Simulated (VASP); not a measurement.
# Pt (P6_3/mmc) in VASP: a series of runs

Runs on Pt. Level: LDA. Tasks: single point.

Everything below comes from runs of VASP 6.6.1. Logs are shortened: lines on timing, memory, paths and dates and some standing lists are left out, and cuts for length are marked.

### 1 The cell of the first run

Symmetry: P6_3/mmc, No. 194, hexagonal system. Conventional cell: a = 2.704 Å, b = 2.704 Å, c = 4.694 Å, α = 90.00°, β = 90.00°, γ = 120.00°. Pt (site symmetry -6m2) has 12 Pt at 2.70 to 2.82 Å within 3.6 Å.

This isn't the form of Pt at room conditions, which is fcc.

### 2 Single point, LDA (14.87 Å³/atom)

INCAR

```
PREC = Accurate
ENCUT = 520
EDIFF = 1E-7
ISMEAR = -1
SIGMA = 0.05
LREAL = False
LASPH = True
NELM = 80
ALGO = Normal
ISIF = 2
LWAVE = False
LCHARG = True
GGA = CA
LELF = True
LVHAR = True
NBANDS = 17
```

KPOINTS

```
regular mesh
0
Gamma
  11 11 6
```

POSCAR

```
Pt
1.0
    2.7043096880      0.0000000000      0.0000000000
   -1.3521548440      2.3420008895      0.0000000000
    0.0000000000      0.0000000000      4.6943078975
Pt
2
Direct
    0.3333333333      0.6666666667      0.2500000000
    0.6666666667      0.3333333333      0.7500000000
```

Potentials or basis: VASP PAW LDA potentials, release 64 (Pt).

On the command line:

```
$ cat potpaw_LDA.64/Pt/POTCAR > POTCAR
$ mpirun -np 1 vasp_std > vasp.out
```

OUTCAR:

```text
PREC = Accurate
   ENCUT = 520
   EDIFF = 1E-7
   ISMEAR = -1
   LREAL = False
   LASPH = True
   NELM = 80
   ISIF = 2
   GGA = CA

 ion  position               nearest neighbor table
   1  0.333  0.667  0.250-   2 2.82   2 2.82   2 2.82   2 2.82   2 2.82   2 2.82
   2  0.667  0.333  0.750-   1 2.82   1 2.82   1 2.82   1 2.82   1 2.82   1 2.82

  LATTYP: Found a hexagonal cell.
 ALAT       =     2.7043096880
 C/A-ratio  =     1.7358618054

  Lattice vectors:

 A1 = (   2.7043096880,   0.0000000000,   0.0000000000)
 A2 = (  -1.3521548440,   2.3420008895,   0.0000000000)
 A3 = (   0.0000000000,   0.0000000000,   4.6943078975)

Analysis of symmetry for initial positions (statically):
=====================================================================
 Subroutine PRICEL returns:
 Original cell was already a primitive cell.

 Routine SETGRP: Setting up the symmetry group for a
 hexagonal supercell.

 Subroutine GETGRP returns: Found 24 space group operations
 (whereof 12 operations were pure point group operations)
 out of a pool of 24 trial point group operations.

The static configuration has the point symmetry D_3d.
 The point group associated with its full space group is D_6h.

Analysis of symmetry for dynamics (positions and initial velocities):
=====================================================================
 Subroutine PRICEL returns:
 Original cell was already a primitive cell.

 Routine SETGRP: Setting up the symmetry group for a
 hexagonal supercell.

 Subroutine GETGRP returns: Found 24 space group operations
 (whereof 12 operations were pure point group operations)
 out of a pool of 24 trial point group operations.

The dynamic configuration has the point symmetry D_3d.
 The point group associated with its full space group is D_6h.

 Subroutine INISYM returns: Found 24 space group operations
 (whereof 12 operations are pure point group operations),
 and found     1 'primitive' translations

----------------------------------------------------------------------------------------

                                     Primitive cell

  volume of cell :      29.7314

  direct lattice vectors                    reciprocal lattice vectors
     2.704309688  0.000000000  0.000000000     0.369780134  0.213492660  0.000000000
    -1.352154844  2.342000889  0.000000000     0.000000000  0.426985320  0.000000000
     0.000000000  0.000000000  4.694307897     0.000000000  0.000000000  0.213023948

  length of vectors
     2.704309688  2.704309688  4.694307897     0.426985320  0.426985320  0.213023948

  position of ions in fractional coordinates (direct lattice)
     0.333333333  0.666666667  0.250000000
     0.666666667  0.333333333  0.750000000

  ion indices of the primitive-cell ions
   primitive index   ion index
                 1           1
                 2           2

----------------------------------------------------------------------------------------

 KPOINTS: regular mesh

Automatic generation of k-mesh.
 Grid dimensions read from file:
 generate k-points for:   11   11    6

 Generating k-lattice:

  Cartesian coordinates                     Fractional coordinates (reciprocal lattice)
     0.033616376  0.019408424  0.000000000     0.090909091  0.000000000  0.000000000
     0.000000000  0.038816847  0.000000000     0.000000000  0.090909091  0.000000000
     0.000000000  0.000000000  0.035503991     0.000000000  0.000000000  0.166666667

  Length of vectors
     0.038816847  0.038816847  0.035503991

  Shift w.r.t. Gamma in fractional coordinates (k-lattice)
     0.000000000  0.000000000  0.000000000

 Subroutine IBZKPT returns following result:
 ===========================================

 Found     64 irreducible k-points:

 Following reciprocal coordinates:
            Coordinates               Weight
  0.000000  0.000000  0.000000      1.000000
  0.090909  0.000000  0.000000      6.000000
  0.181818  0.000000  0.000000      6.000000
  0.272727  0.000000  0.000000      6.000000
  0.363636  0.000000  0.000000      6.000000
  0.454545  0.000000  0.000000      6.000000
[... 16 lines left out ...]
  0.090909  0.090909  0.166667     12.000000
  0.181818  0.090909  0.166667     24.000000
 [... further k-points ...]
   k-points           NKPTS =     64   k-points in BZ     NKDIM =     64   number of bands    NBANDS=     17
   number of dos      NEDOS =    301   number of ions     NIONS =      2
   total plane-waves  NPLWV =  14400
   dimension x,y,z NGX =    20 NGY =   20 NGZ =   36
   dimension x,y,z NGXF=    40 NGYF=   40 NGZF=   72
   ions per type =               2
   NGX,Y,Z   is equivalent  to a cutoff of  12.29, 12.29, 12.75 a.u.
   NGXF,Y,Z  is equivalent  to a cutoff of  24.59, 24.59, 25.50 a.u.
 SYSTEM =  unknown system
   PREC   = accura    normal or accurate (medium, high low for compatibility)
   ISTART =      0    job   : 0-new  1-cont  2-samecut
   ICHARG =      2    charge: 1-file 2-atom 10-const
   ISPIN  =      1    spin polarized calculation?
   LNONCOLLINEAR =      F non collinear calculations
   LSORBIT =      F    spin-orbit coupling
   LASPH  =      T    aspherical Exc in radial PAW
   ENCUT  =  520.0 eV  38.22 Ry    6.18 a.u.   5.03  5.03  8.73*2*pi/ulx,y,z
   NELM   =     80;   NELMIN=  2; NELMDL= -5     # of ELM steps
   EDIFF  = 0.1E-06   stopping-criterion for ELM
   LREAL  =      F    real-space projection
   EDIFFG = 0.1E-05   stopping-criterion for IOM
   NSW    =      0    number of steps for IOM
   IBRION =     -1    ionic relax: 0-MD 1-quasi-New 2-CG
   NFREE  =      0    steps in history (QN), initial steepest desc. (CG)
   ISIF   =      2    stress and relaxation
   ISYM   =      2    0-nonsym 1-usesym 2-fastsym
   POTIM  = 0.5000    time-step for ionic-motion
   TEBEG  =    0.0;   TEEND  =   0.0 temperature during run
   PSTRESS=    0.0 pullay stress
   NELECT =      20.0000    total number of electrons
   NUPDOWN=      -1.0000    fix difference up-down
   EMIN   =  10.00;   EMAX   =-10.00  energy-range for DOS
   EFERMI =   0.00;   METHOD = LEGACY
   ISMEAR =    -1;   SIGMA  =   0.05  broadening in eV -4-tet -1-fermi 0-gaus
   EFERMI_NEDOS =   21; number of points for ismear=-14 and -15
   IALGO  =     38    algorithm
   IMIX   =      4    mixing-type and parameters
     AMIX     =   0.40;   BMIX     =  1.00
     AMIX_MAG =   1.60;   BMIX_MAG =  1.00
  volume/ion in A,a.u.               =      14.87       100.32
  Fermi-wavevector in a.u.,A,eV,Ry     =   1.434431  2.710682 27.995262  2.057594
  Thomas-Fermi vector in A             =   2.553841
   LORBIT       =      0    0 simple, 1 ext, 2 COOP (PROOUT), +10 PAW based schemes
   GGA     = CA    functional components
   LHFCALC =     F    Hartree Fock is set to
   AEXX    =    0.0000 exact exchange contribution
   IVDW    =     0    specifies the selected vdW correction
   LEPSILON=     F    determine dielectric tensor
   LRPA    =     F    only Hartree local field effects (RPA)
 non-spin polarized calculation
  energy-cutoff  :      520.00
  volume of cell :       29.73
 maximum number of plane-waves:       823
 NGX is ok and might be reduce to    20
   NGX =  9   NGY =  9   NGZ = 17

 number of electron      20.0000002 magnetization

 Free energy of the ion-electron system (eV)
  ---------------------------------------------------
  ext. energy  EPLUGINS =         0.00000000
  ---------------------------------------------------
  free energy    TOTEN  =       -14.88174166 eV

  energy without entropy =      -14.84801579  energy(sigma->0) =      -14.86487872

 E-fermi :  11.3931     XC(G=0): -13.7659

 val. band max:       11.3927223357   @ k =   0.2727   0.2727   0.5000
 cond. band min:      11.3943350964   @ k =   0.2727   0.0909   0.1667
 fundamental gap:      0.0016127607
 Fermi energy:        11.3930933698

 k-point     1 :       0.0000    0.0000    0.0000
  band No.  band energies     occupation
      1       1.0097      2.00000
      2       3.6951      2.00000
      3       7.0183      2.00000
      4       7.6078      2.00000
      5       7.6078      2.00000
      6       8.0149      2.00000
[... 9 lines left out ...]
     16      28.6510      0.00000
     17      33.0327      0.00000

 k-point     2 :       0.0909    0.0000    0.0000
  band No.  band energies     occupation
      1       1.3260      2.00000
      2       3.9863      2.00000
      3       6.9762      2.00000
      4       7.5998      2.00000
      5       7.8582      2.00000
      6       7.8657      2.00000
[... 9 lines left out ...]
     16      29.0917      0.00000
     17      31.4660      0.00000

 k-point     3 :       0.1818    0.0000    0.0000
  band No.  band energies     occupation
      1       2.2016      2.00000
      2       4.6770      2.00000
      3       6.7394      2.00000
      4       7.3749      2.00000
      5       7.4850      2.00000
      6       8.1277      2.00000
[... 9 lines left out ...]
     16      29.4236      0.00000
     17      29.4587      0.00000

 k-point     4 :       0.2727    0.0000    0.0000
  band No.  band energies     occupation
      1       3.3515      2.00000
      2       4.9722      2.00000
      3       6.3575      2.00000
      4       6.9536      2.00000
      5       7.2011      2.00000
      6       8.3729      2.00000
[... 9 lines left out ...]
     16      27.1476      0.00000
     17      30.0467      0.00000
[... 343 lines left out ...]
      1       4.2034      2.00000
      2       4.4359      2.00000
      3       5.5337      2.00000
      4       6.6503      2.00000
      5       8.1409      2.00000
      6       8.2564      2.00000
[... 9 lines left out ...]
     16      24.3246      0.00000
     17      25.3201      0.00000

 k-point    23 :       0.0909    0.0909    0.1667
  band No.  band energies     occupation
      1       2.1607      2.00000
      2       4.5071      2.00000
      3       6.8048      2.00000
      4       7.2011      2.00000
      5       7.4392      2.00000
      6       7.9884      2.00000
[... 9 lines left out ...]
     16      28.5816      0.00000
     17      29.1085      0.00000

 k-point    24 :       0.1818    0.0909    0.1667
  band No.  band energies     occupation
      1       3.1758      2.00000
      2       5.2285      2.00000
      3       6.4334      2.00000
      4       6.5900      2.00000
      5       7.2136      2.00000
      6       7.8388      2.00000
[... 9 lines left out ...]
     16      28.0945      0.00000
     17      29.0967      0.00000

 [... further k-points ...]

------------------------ aborting loop because EDIFF is reached ----------------------------------------

  FORCE on cell =-STRESS in cart. coord.  units (eV):
  Direction    XX          YY          ZZ          XY          YZ          ZX
  --------------------------------------------------------------------------------------
  -------------------------------------------------------------------------------------
  Total        0.4010082      0.4010082     -0.2691394     -0.0000000      0.0000000     -0.0000000
  in kB       21.6097032     21.6097032    -14.5034978     -0.0000000      0.0000000     -0.0000000
  external PRESSURE =       9.5719695 kB  Pullay stress =       0.0000000 kB

 VOLUME and BASIS-vectors are now :
 -----------------------------------------------------------------------------
  energy-cutoff  :      520.00
  volume of cell :       29.73
      direct lattice vectors                 reciprocal lattice vectors
     2.704309688  0.000000000  0.000000000     0.369780134  0.213492660  0.000000000
    -1.352154844  2.342000889  0.000000000     0.000000000  0.426985320  0.000000000
     0.000000000  0.000000000  4.694307897     0.000000000  0.000000000  0.213023948

 POSITION                                       TOTAL-FORCE (eV/Angst)
 -----------------------------------------------------------------------------------
     -0.00000      1.56133      1.17358         0.000000      0.000000      0.000000
      1.35215      0.78067      3.52073        -0.000000     -0.000000      0.000000
 -----------------------------------------------------------------------------------
    total drift:                                0.000000     -0.000000      0.000000

  FREE ENERGIE OF THE ION-ELECTRON SYSTEM (eV)
  ---------------------------------------------------
  free  energy   TOTEN  =       -14.8817416573 eV

  energy  without entropy=      -14.8480157892  energy(sigma->0) =      -14.86487872
```

Run time: 32 s. Hardware: 1 thread of Intel Xeon 8259CL, shared host; peak memory 0.15 GiB.

What came out:

```yaml
Free_energy: -14.8817 eV
Pressure: 1.0 GPa
Band_gap_on_the_k_mesh: zero (bands 10 and 11 overlap by 1.32 eV)
```

Caveat: spin-orbit coupling is left out, which moves the levels of the heavy elements.

### 3 Single point, LDA (15.18 Å³/atom)

This run uses another cell than the first one, of 15.18 Å³/atom.

INCAR

```
ALGO = Fast
EDIFF = 1E-7
ENCUT = 520
ISIF = 2
ISMEAR = -1
LASPH = True
LCHARG = True
LELF = True
LREAL = False
LVHAR = True
LWAVE = False
NBANDS = 17
NELM = 100
PREC = Accurate
SIGMA = 0.05
```

KPOINTS

```
k-points
0
Gamma
  11 11 6
```

POSCAR

```
Pt
1.0
    2.7233547499      0.0000000000      0.0000000000
   -1.3616773750      2.3584943969      0.0000000000
    0.0000000000      0.0000000000      4.7273674930
Pt
2
Direct
    0.3333333333      0.6666666667      0.2500000000
    0.6666666667      0.3333333333      0.7500000000
```

Potentials or basis: VASP PAW LDA potentials, release 64 (Pt).

On the command line:

```
$ cat potpaw_LDA.64/Pt/POTCAR > POTCAR
$ mpirun -np 1 vasp_std > vasp.out
```

Run time: 43 s. Hardware: 1 thread of Intel Xeon 8259CL, shared host; peak memory 0.14 GiB.

The run converged. Its results:

| Property | Result |
| --- | --- |
| Free energy | -14.8738 eV |
| Pressure | -5.1 GPa |
| Band gap on the k mesh | zero (bands 10 and 11 overlap by 1.27 eV) |

Stress tensor (GPa, compression positive):
```
-4.29  0.00  0.00
 0.00 -4.29  0.00
 0.00  0.00 -6.82
```

Levels at points of the mesh, in eV from the Fermi level:
```tsv
k point	band 8	band 9	band 10	band 11	band 12	band 13
(0.00, 0.00, 0.00)	-1.92	-1.92	-0.91	-0.22	-0.22	4.92
(0.00, 0.00, 0.50)	-3.65	-0.83	-0.83	-0.83	-0.83	12.18
```

Caveat: the cell stands under tension; spin-orbit coupling is left out, which moves the levels of the heavy elements.
